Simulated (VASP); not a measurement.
Si7C:

```xyz
8
Lattice="-1.8419 -3.1903 0.0000 0.0000 0.0000 -6.0919 5.5257 -3.1903 0.0000" Properties=species:S:1:pos:R:3 pbc="T T T"
Si    1.8419   -1.0634   -5.7087
Si    3.6838   -2.1269   -2.6628
Si    0.0000   -2.1269   -2.6628
Si    1.8419   -1.0634   -3.4292
Si    3.6838   -4.2537   -3.4292
Si    3.6838   -2.1269   -0.3832
Si    0.0000   -2.1269   -0.3832
C     3.6838   -4.2537   -5.7087
```

| Item | Value |
| --- | --- |
| Program | VASP 6.6.1 |
| Task | relaxation of cell and atoms |
| Functional | PBE |
| Potentials or basis | VASP PAW PBE potentials, release 64 (Si, C) |
| Cutoff | 600 eV |
| k mesh | 12 × 8 × 8 |
| Occupations | gaussian, width 0.01 eV |
| Spin | no spin polarisation |

At the start: pressure 2.7 GPa; volume 17.90 Å³/atom.

Task: How do energy, volume and symmetry change on relaxing?

Result: Over 18 steps the energy falls by 205.2 meV/atom and the volume is 17.53 Å³/atom (-2.1 %); space group Pm (No. 6, to 0.1 Å) before and after.

Step by step:
| step | energy change (eV) | largest force (eV/Å) | pressure (GPa) | volume (Å³) |
| --- | --- | --- | --- | --- |
| 1 | 0.0000 | 3.7980 | 2.74 | 143.19 |
| 2 | -1.0943 | 1.4999 | -4.55 | 149.62 |
| 3 | -1.1679 | 0.9427 | -6.17 | 151.69 |
| 4 | -1.5190 | 1.0652 | 1.87 | 138.21 |
| 5 | -1.5467 | 0.9732 | -0.12 | 140.84 |
| 6 | -1.6153 | 0.2698 | 0.29 | 139.99 |
| 7 | -1.6178 | 0.2347 | 0.40 | 139.79 |
| 8 | -1.6275 | 0.2707 | -0.27 | 140.60 |
| 9 | -1.6275 | 0.2760 | -0.30 | 140.63 |
| 10 | -1.6356 | 0.1552 | -0.15 | 140.40 |
| 11 | -1.6376 | 0.1448 | -0.02 | 140.21 |
| 12 | -1.6404 | 0.0848 | 0.12 | 140.02 |
| 13 | -1.6404 | 0.0802 | 0.11 | 140.04 |
| 14 | -1.6412 | 0.0372 | -0.05 | 140.27 |
| 15 | -1.6412 | 0.0374 | -0.05 | 140.26 |
| 16 | -1.6414 | 0.0299 | 0.03 | 140.19 |
| 17 | -1.6414 | 0.0167 | 0.01 | 140.21 |
| 18 | -1.6414 | 0.0119 | 0.01 | 140.23 |

Final structure:
```yaml
crystal:
  lattice:
    - [-1.82004, -3.15241, 0.00000]
    - [0.01938, -0.01119, -6.05660]
    - [5.50840, -3.18027, -0.02350]
  atoms:
    - { symbol: Si, position: [0.00000, 0.93303, 0.33330] }
    - { symbol: Si, position: [0.00000, 0.44131, 0.68455] }
    - { symbol: Si, position: [0.50000, 0.43109, 0.15085] }
    - { symbol: Si, position: [0.00000, 0.54658, 0.33743] }
    - { symbol: Si, position: [0.50000, 0.61845, 0.83331] }
    - { symbol: Si, position: [0.00000, 0.04443, 0.70238] }
    - { symbol: Si, position: [0.50000, 0.04507, 0.12412] }
    - { symbol: C, position: [0.50000, 0.94004, 0.83406] }
```
